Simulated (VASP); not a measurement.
Set up this calculation in VASP 6.6.1, as the native input.

```yaml
Task: single point
Functional: LDA
Potentials_or_basis: VASP PAW LDA potentials, release 64 (Cd)
Cutoff: 520 eV
k_mesh: 13 × 13 × 13
Occupations: fermi-dirac, width 0.136057 eV
Spin: no spin polarisation
Dipole_correction: no
Further_INCAR_settings: ALGO = Normal; EDIFF = 1e-06; NBANDS = 12
```

The structure of Cd lies in POSCAR:

```
Cd
1.0
    0.0000000000      2.1546501120      2.1546501120
    2.1546501120      0.0000000000      2.1546501120
    2.1546501120      2.1546501120      0.0000000000
Cd
1
Direct
    0.0000000000      0.0000000000      0.0000000000
```

The input as run:

INCAR

```
ALGO = Normal
EDIFF = 1E-6
ENCUT = 520
ISIF = 2
ISMEAR = -1
LASPH = T
LCHARG = T
LELF = T
LREAL = F
LVHAR = T
LWAVE = F
NBANDS = 12
NELM = 60
PREC = Accurate
SIGMA = 0.13605693000000002
```

KPOINTS

```
k-points
0
Gamma
  13 13 13
```

Potentials or basis: VASP PAW LDA potentials, release 64 (Cd).

Launch:

```bash
$ cat potpaw_LDA.64/Cd/POTCAR > POTCAR
$ mpirun -np 1 vasp_std > vasp.out
```

It gave:

```
Pressure               : 0.4 GPa
Band gap on the k mesh : zero (band 6 reaches 4.30 eV, above the bottom of band 7 at 2.22 eV)
```

It took 13 s on 1 thread of AMD EPYC 7R13 Processor (Zen 3), with other jobs on the host, peak memory 0.11 GiB.
